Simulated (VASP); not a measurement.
# Pt (P6_3/mmc) in VASP: notebook, part 2 of 2

VASP 6.6.1.

## (4) Single point, revpbe exchange, lda correlation

This run uses another cell than the first one, of the same volume but with other edges.

INCAR reads:

```
PREC = Accurate
ENCUT = 500
EDIFF = 1E-6
ISMEAR = -1
SIGMA = 0.15
LREAL = False
LASPH = True
NELM = 120
ALGO = Normal
ISIF = 2
LWAVE = False
LCHARG = False
GGA = LIBXC
LIBXC1 = GGA_X_PBE_R
LIBXC2 = LDA_C_PW
NBANDS = 17
GGA_COMPAT = False
```

KPOINTS reads:

```
regular mesh
0
Gamma
  10 10 5
```

POSCAR reads:

```
Pt
1.0
    2.7146883333      0.0000000000      0.0000000000
   -1.3572950000      2.3509533333      0.0000000000
    0.0000000000      0.0000000000      4.9559207124
Pt
2
Direct
    0.6666666667      0.3333333333      0.7500000000
    0.3333333333      0.6666666667      0.2500000000
```

Potentials or basis: VASP PAW PBE potentials, release 64 (Pt).

Command:

```
> cat potpaw_PBE.64/Pt/POTCAR > POTCAR
> mpirun -np 1 vasp_std > vasp.out
```

OUTCAR:

```text
PREC = Accurate
   ENCUT = 500
   EDIFF = 1E-6
   ISMEAR = -1
   LREAL = False
   LASPH = True
   NELM = 120
   ISIF = 2
   GGA = LIBXC

 ion  position               nearest neighbor table
   1  0.667  0.333  0.750-   2 2.93   2 2.93   2 2.93   2 2.93   2 2.93   2 2.93
   2  0.333  0.667  0.250-   1 2.93   1 2.93   1 2.93   1 2.93   1 2.93   1 2.93

  Warning from LATTYP: Monoclinic adjustment (A1->A3, A2->A1, A3->A2)!
  LATTYP: Found a base centered orthorhombic cell.
 ALAT       =     2.7146328099
 B/A-ratio  =     1.7320953388
 C/A-ratio  =     1.8256320687

  Lattice vectors:

 A1 = (   1.3573933333,   2.3509533333,   0.0000000000)
 A2 = (  -2.7146883333,   0.0000000000,   0.0000000000)
 A3 = (   0.0000000000,   0.0000000000,   4.9559207124)

Analysis of symmetry for initial positions (statically):
=====================================================================
 Subroutine PRICEL returns:
 Original cell was already a primitive cell.

 Routine SETGRP: Setting up the symmetry group for a
 base centered orthorhombic supercell.

 Subroutine GETGRP returns: Found  8 space group operations
 (whereof  4 operations were pure point group operations)
 out of a pool of  8 trial point group operations.

The static configuration has the point symmetry C_2h.
 The point group associated with its full space group is D_2h.

Analysis of symmetry for dynamics (positions and initial velocities):
=====================================================================
 Subroutine PRICEL returns:
 Original cell was already a primitive cell.

 Routine SETGRP: Setting up the symmetry group for a
 base centered orthorhombic supercell.

 Subroutine GETGRP returns: Found  8 space group operations
 (whereof  4 operations were pure point group operations)
 out of a pool of  8 trial point group operations.

The dynamic configuration has the point symmetry C_2h.
 The point group associated with its full space group is D_2h.

 Subroutine INISYM returns: Found  8 space group operations
 (whereof  4 operations are pure point group operations),
 and found     1 'primitive' translations

----------------------------------------------------------------------------------------

                                     Primitive cell

  volume of cell :      31.6292

  direct lattice vectors                    reciprocal lattice vectors
     2.714688333  0.000000000  0.000000000     0.368366412  0.212671975  0.000000000
    -1.357295000  2.350953333  0.000000000     0.000000000  0.425359358  0.000000000
     0.000000000  0.000000000  4.955920712     0.000000000  0.000000000  0.201778854

  length of vectors
     2.714688333  2.714632810  4.955920712     0.425350658  0.425359358  0.201778854

  position of ions in fractional coordinates (direct lattice)
     0.666666667  0.333333333  0.750000000
     0.333333333  0.666666667  0.250000000

  ion indices of the primitive-cell ions
   primitive index   ion index
                 1           1
                 2           2

----------------------------------------------------------------------------------------

 KPOINTS: regular mesh

Automatic generation of k-mesh.
 Grid dimensions read from file:
 generate k-points for:   10   10    5

 Generating k-lattice:

  Cartesian coordinates                     Fractional coordinates (reciprocal lattice)
     0.036836641  0.021267198  0.000000000     0.100000000  0.000000000  0.000000000
     0.000000000  0.042535936  0.000000000     0.000000000  0.100000000  0.000000000
     0.000000000  0.000000000  0.040355771     0.000000000  0.000000000  0.200000000

  Length of vectors
     0.042535066  0.042535936  0.040355771

  Shift w.r.t. Gamma in fractional coordinates (k-lattice)
     0.000000000  0.000000000  0.000000000

 Subroutine IBZKPT returns following result:
 ===========================================

 Found     93 irreducible k-points:

 Following reciprocal coordinates:
            Coordinates               Weight
  0.000000  0.000000  0.000000      1.000000
  0.100000  0.000000  0.000000      2.000000
  0.200000  0.000000  0.000000      2.000000
  0.300000  0.000000  0.000000      2.000000
  0.400000  0.000000  0.000000      2.000000
  0.500000  0.000000  0.000000      1.000000
[... 16 lines left out ...]
  0.000000  0.400000  0.000000      4.000000
  0.100000  0.400000  0.000000      4.000000
 [... further k-points ...]
   k-points           NKPTS =     93   k-points in BZ     NKDIM =     93   number of bands    NBANDS=     17
   number of dos      NEDOS =    301   number of ions     NIONS =      2
   total plane-waves  NPLWV =  14400
   dimension x,y,z NGX =    20 NGY =   20 NGZ =   36
   dimension x,y,z NGXF=    40 NGYF=   40 NGZF=   72
   ions per type =               2
   NGX,Y,Z   is equivalent  to a cutoff of  12.25, 12.25, 12.08 a.u.
   NGXF,Y,Z  is equivalent  to a cutoff of  24.50, 24.50, 24.15 a.u.
 SYSTEM =  unknown system
   PREC   = accura    normal or accurate (medium, high low for compatibility)
   ISTART =      0    job   : 0-new  1-cont  2-samecut
   ICHARG =      2    charge: 1-file 2-atom 10-const
   ISPIN  =      1    spin polarized calculation?
   LNONCOLLINEAR =      F non collinear calculations
   LSORBIT =      F    spin-orbit coupling
   LASPH  =      T    aspherical Exc in radial PAW
   ENCUT  =  500.0 eV  36.75 Ry    6.06 a.u.   4.95  4.95  9.04*2*pi/ulx,y,z
   NELM   =    120;   NELMIN=  2; NELMDL= -5     # of ELM steps
   EDIFF  = 0.1E-05   stopping-criterion for ELM
   LREAL  =      F    real-space projection
   EDIFFG = 0.1E-04   stopping-criterion for IOM
   NSW    =      0    number of steps for IOM
   IBRION =     -1    ionic relax: 0-MD 1-quasi-New 2-CG
   NFREE  =      0    steps in history (QN), initial steepest desc. (CG)
   ISIF   =      2    stress and relaxation
   ISYM   =      2    0-nonsym 1-usesym 2-fastsym
   POTIM  = 0.5000    time-step for ionic-motion
   TEBEG  =    0.0;   TEEND  =   0.0 temperature during run
   PSTRESS=    0.0 pullay stress
   NELECT =      20.0000    total number of electrons
   NUPDOWN=      -1.0000    fix difference up-down
   EMIN   =  10.00;   EMAX   =-10.00  energy-range for DOS
   EFERMI =   0.00;   METHOD = LEGACY
   ISMEAR =    -1;   SIGMA  =   0.15  broadening in eV -4-tet -1-fermi 0-gaus
   EFERMI_NEDOS =   21; number of points for ismear=-14 and -15
   IALGO  =     38    algorithm
   IMIX   =      4    mixing-type and parameters
     AMIX     =   0.40;   BMIX     =  1.00
     AMIX_MAG =   1.60;   BMIX_MAG =  1.00
  volume/ion in A,a.u.               =      15.81       106.72
  Fermi-wavevector in a.u.,A,eV,Ry     =   1.405148  2.655345 26.863897  1.974441
  Thomas-Fermi vector in A             =   2.527638
   LORBIT       =      0    0 simple, 1 ext, 2 COOP (PROOUT), +10 PAW based schemes
   GGA     = LIBXC    functional components
   LHFCALC =     F    Hartree Fock is set to
   AEXX    =    0.0000 exact exchange contribution
   IVDW    =     0    specifies the selected vdW correction
   LEPSILON=     F    determine dielectric tensor
   LRPA    =     F    only Hartree local field effects (RPA)
 non-spin polarized calculation
  energy-cutoff  :      500.00
  volume of cell :       31.63
 maximum number of plane-waves:       820
   NGX =  9   NGY =  9   NGZ = 19

 number of electron      19.9999991 magnetization

 Free energy of the ion-electron system (eV)
  ---------------------------------------------------
  ext. energy  EPLUGINS =         0.00000000
  ---------------------------------------------------
  free energy    TOTEN  =        -7.73247564 eV

  energy without entropy =       -7.52447956  energy(sigma->0) =       -7.62847760

 E-fermi :  10.4617     XC(G=0): -12.8594

 val. band max:       10.4576923383   @ k =   0.0000   0.4000   0.0000
 cond. band min:      10.4749188268   @ k =   0.1000   0.3000   0.4000
 fundamental gap:      0.0172264885
 Fermi energy:        10.4616973578

 k-point     1 :       0.0000    0.0000    0.0000
  band No.  band energies     occupation
      1       1.0466      2.00000
      2       3.3413      2.00000
      3       6.2259      2.00000
      4       7.0118      2.00000
      5       7.0123      2.00000
      6       7.2925      2.00000
[... 9 lines left out ...]
     16      28.0256      0.00000
     17      32.4337      0.00000
[... 441 lines left out ...]
 k-point    24 :       0.1000    0.4000    0.0000
  band No.  band energies     occupation
      1       4.3321      2.00000
      2       4.4589      2.00000
      3       5.0350      2.00000
      4       6.9824      2.00000
      5       7.3916      2.00000
      6       7.5365      2.00000
[... 9 lines left out ...]
     16      23.1758      0.00000
     17      24.4076      0.00000

 [... further k-points ...]
[... 5 lines left out ...]
  --------------------------------------------------------------------------------------
  -------------------------------------------------------------------------------------
  Total        5.6003105      5.6009869      2.8956605     -0.0006160     -0.0000000      0.0000000
  in kB      283.6836817    283.7179443    146.6796578     -0.0312048     -0.0000000      0.0000000
  external PRESSURE =     238.0270946 kB  Pullay stress =       0.0000000 kB

 VOLUME and BASIS-vectors are now :
 -----------------------------------------------------------------------------
  energy-cutoff  :      500.00
  volume of cell :       31.63
      direct lattice vectors                 reciprocal lattice vectors
     2.714688333  0.000000000  0.000000000     0.368366412  0.212671975  0.000000000
    -1.357295000  2.350953333  0.000000000     0.000000000  0.425359358  0.000000000
     0.000000000  0.000000000  4.955920712     0.000000000  0.000000000  0.201778854

 POSITION                                       TOTAL-FORCE (eV/Angst)
 -----------------------------------------------------------------------------------
      1.35736      0.78365      3.71694         0.000001      0.000001      0.000000
      0.00003      1.56730      1.23898        -0.000001     -0.000001      0.000000
 -----------------------------------------------------------------------------------
    total drift:                                0.000000     -0.000000      0.000000

  FREE ENERGIE OF THE ION-ELECTRON SYSTEM (eV)
  ---------------------------------------------------
  free  energy   TOTEN  =        -7.7324756383 eV

  energy  without entropy=       -7.5244795647  energy(sigma->0) =       -7.62847760
```

Wall time 19 s (1 thread of Intel Xeon Platinum 8488C (Sapphire Rapids), shared host); peak memory 0.17 GiB.

Results:

```
Free energy            : -7.7325 eV
Pressure               : 23.8 GPa
Band gap on the k mesh : zero (bands 10 and 11 overlap by 1.34 eV)
```

Caveat: the cell stands under pressure; the PAW data sets were made with another functional, which shifts forces and pressure a little; spin-orbit coupling is left out, which moves the levels of the heavy elements.

## (5) Single point, revpbe exchange, lda correlation

This run uses another cell than the first one, of the same volume but with other edges.

INCAR reads:

```
ALGO = Normal
EDIFF = 1E-6
ENCUT = 500
GGA = LIBXC
GGA_COMPAT = F
ISIF = 2
ISMEAR = -1
LASPH = T
LCHARG = F
LIBXC1 = GGA_X_PBE_R
LIBXC2 = LDA_C_PW
LREAL = F
LWAVE = F
NBANDS = 17
NELM = 120
PREC = Accurate
SIGMA = 0.15
```

KPOINTS reads:

```
k-points
0
Gamma
  10 10 5
```

POSCAR reads:

```
Pt
1.0
    2.7607000000      0.0000000000      0.0000000000
   -1.3803000000      2.3908000000      0.0000000000
    0.0000000000      0.0000000000      4.7921000000
Pt
2
Direct
    0.6666666667      0.3333333333      0.7500000000
    0.3333333333      0.6666666667      0.2500000000
```

Command:

```
> cat potpaw_PBE.64/Pt/POTCAR > POTCAR
> mpirun -np 1 vasp_std > vasp.out
```

It took 18 s on 1 thread of Intel Xeon Platinum 8488C (Sapphire Rapids), shared host; peak memory 0.17 GiB.

It converged, with:

- Free energy: -7.7877 eV
- Pressure: 21.8 GPa
- Band gap on the k mesh: zero (bands 10 and 11 overlap by 1.16 eV)

Stress tensor (GPa, compression positive):
```
22.91  0.00  0.00
 0.00 22.91  0.00
 0.00  0.00 19.67
```

Levels at points of the mesh, in eV from the Fermi level:
| k point | band 6 | band 7 | band 8 | band 9 | band 10 | band 11 | band 12 | band 13 | band 14 | band 15 |
| --- | --- | --- | --- | --- | --- | --- | --- | --- | --- | --- |
| (0.00, 0.00, 0.00) | -3.05 | -3.05 | -1.84 | -1.84 | -0.32 | -0.28 | -0.28 | 4.66 | 15.58 | 16.04 |
| (0.50, 0.00, 0.00) | -2.88 | -2.39 | -0.07 | 0.25 | 0.45 | 2.39 | 3.85 | 7.41 | 9.04 | 9.55 |
| (0.00, 0.50, 0.00) | -2.88 | -2.39 | -0.07 | 0.25 | 0.45 | 2.39 | 3.85 | 7.41 | 9.04 | 9.55 |

Caveat: the cell stands under pressure; the PAW data sets were made with another functional, which shifts forces and pressure a little; spin-orbit coupling is left out, which moves the levels of the heavy elements.

## (6) Single point, revpbe exchange, lda correlation

This run uses another cell than the first one, of the same volume but with other edges.

INCAR reads:

```
ALGO     = Normal         # electronic algorithm
EDIFF    = 1E-6           # SCF threshold, eV
ENCUT    = 500            # plane-wave cutoff, eV
GGA      = LIBXC          # functional
GGA_COMPAT= F            
ISIF     = 2              # what is computed and relaxed
ISMEAR   = -1             # smearing method
LASPH    = T              # aspherical terms in the spheres
LCHARG   = F              # write CHGCAR
LIBXC1   = GGA_X_PBE_R  
LIBXC2   = LDA_C_PW     
LREAL    = F              # projectors in reciprocal space
LWAVE    = F              # write WAVECAR
NBANDS   = 17             # bands
NELM     = 120            # most SCF steps
PREC     = Accurate       # precision mode
SIGMA    = 0.15           # smearing width, eV
```

KPOINTS is that of step 5.

POSCAR reads:

```
Pt
1.0
    2.8067116667      0.0000000000      0.0000000000
   -1.4033050000      2.4306466667      0.0000000000
    0.0000000000      0.0000000000      4.6362698199
Pt
2
Direct
    0.6666666667      0.3333333333      0.7500000000
    0.3333333333      0.6666666667      0.2500000000
```

Potentials or basis: VASP PAW PBE potentials, release 64 (Pt).

Command:

```
> cat potpaw_PBE.64/Pt/POTCAR > POTCAR
> mpirun -np 1 vasp_std > vasp.out
```

Wall time 17 s (1 thread of Intel Xeon Platinum 8488C (Sapphire Rapids), shared host); peak memory 0.16 GiB.

It converged, with:

| Quantity | Value |
| --- | --- |
| Free energy | -7.7813 eV |
| Pressure | 21.5 GPa |
| Band gap on the k mesh | zero (bands 10 and 11 overlap by 0.96 eV) |

Stress tensor (GPa, compression positive):
```
19.97  0.00  0.00
 0.00 19.97  0.00
 0.00  0.00 24.62
```

Levels at points of the mesh, in eV from the Fermi level:
| k point | band 7 | band 8 | band 9 | band 10 | band 11 | band 12 | band 13 | band 14 |
| --- | --- | --- | --- | --- | --- | --- | --- | --- |
| (0.00, 0.00, 0.00) | -2.95 | -2.17 | -2.17 | -0.31 | -0.31 | 0.03 | 5.30 | 15.33 |
| (0.50, 0.00, 0.00) | -2.58 | 0.02 | 0.08 | 0.29 | 2.25 | 3.60 | 7.60 | 9.39 |
| (0.00, 0.50, 0.00) | -2.58 | 0.02 | 0.08 | 0.29 | 2.25 | 3.60 | 7.60 | 9.39 |

Caveat: the cell stands under pressure; the PAW data sets were made with another functional, which shifts forces and pressure a little; spin-orbit coupling is left out, which moves the levels of the heavy elements.

## (7) Overview

```csv
cell,gap on the mesh (eV),pressure (GPa)
"a = 2.623, b = 2.623, c = 5.310 Å, angles 90.0, 90.0, 120.0°, 2 atoms",none,33.8
"a = 2.669, b = 2.669, c = 5.128 Å, angles 90.0, 90.0, 120.0°, 2 atoms",none,27.7
"a = 2.715, b = 2.715, c = 4.956 Å, angles 90.0, 90.0, 120.0°, 2 atoms",none,23.8
"a = 2.761, b = 2.761, c = 4.792 Å, angles 90.0, 90.0, 120.0°, 2 atoms",none,21.8
"a = 2.807, b = 2.807, c = 4.636 Å, angles 90.0, 90.0, 120.0°, 2 atoms",none,21.5
```

Alike in all rows: task single point; level revpbe exchange, lda correlation; potentials or basis VASP PAW PBE potentials, release 64 (Pt); no spin polarisation; k mesh 10 × 10 × 5; cutoff (eV) 500; smearing fermi-dirac 0.15 eV.

Caveats: the cell stands under pressure; the PAW data sets were made with another functional, which shifts forces and pressure a little; spin-orbit coupling is left out, which moves the levels of the heavy elements.

Absolute energies hang on the potentials; compare differences alone.
